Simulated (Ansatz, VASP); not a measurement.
**One calculation of Sb3H5, two programs**

```
CELL_PARAMETERS angstrom
0.00000 2.85930 0.00000
0.00000 0.00000 4.81485
7.04239 1.42965 -2.40742
ATOMIC_POSITIONS crystal
H 0.10470 0.97210 0.79060
H 0.89530 0.18150 0.20940
H 0.50000 0.51500 0.00000
H 0.77350 0.94550 0.45300
H 0.22650 0.49250 0.54700
Sb 0.68090 0.77710 0.63820
Sb 0.31910 0.13890 0.36180
Sb 0.00000 0.31100 0.00000
```

Alike in both runs: task single point; functional r2SCAN; k mesh 7 × 7 × 7; occupations methfessel-paxton of order 1, width 0.0205 eV; no spin polarisation.

|  | VASP | Ansatz |
| --- | --- | --- |
| version | VASP 6.6.1 | Ansatz 0.2.0 |
| potentials or method | VASP PAW PBE potentials, release 64 (H, Sb), cutoff 520 eV | PAW plane waves |
| valence electrons in the cell | 20 | 50 |

|  | VASP | Ansatz | Ansatz less VASP |
| --- | --- | --- | --- |
| rms of the force components (eV/Å) | 0.667 | 0.649 | -0.0183 |

VASP's potentials were made for PBE, not for r2SCAN. VASP's potentials hold 20 valence electrons a cell and Ansatz's 50, so a difference there can come from the potentials and not from the codes.

Spin-orbit coupling is off throughout.
